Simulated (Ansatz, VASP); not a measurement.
## ZnS: VASP beside Ansatz

```
Zn S
1.0
     0.01339    2.68446    2.68446
     2.68446    0.01339    2.68446
     2.68446    2.68446    0.01339
Zn S
1 1
Direct
  0.75000 0.75000 0.75000
  0.00000 0.00000 0.00000
```

Change from the starting cell: equal xy, yz and zx engineering shears of +0.5 %.

Alike in both runs: task relaxation of the atoms; functional PBEsol; k mesh 8 × 8 × 8; no spin polarisation.

|  | VASP | Ansatz |
| --- | --- | --- |
| version | VASP 6.6.1 | Ansatz 0.2.0 |
| potentials or method | VASP PAW PBE potentials, release 64 (Zn, S), cutoff 520 eV | all-electron LAPW, scalar-relativistic |
| occupations | gaussian, width 0.01 eV | fixed |

```tsv
	VASP	Ansatz	Ansatz less VASP
gap on the k mesh at the Fermi level, each at its own relaxed structure (eV)	2.08	2.08	-0.004
```

VASP's potentials were made for PBE, not for PBEsol. Ansatz ran all-electron here, and VASP with PAW potentials.
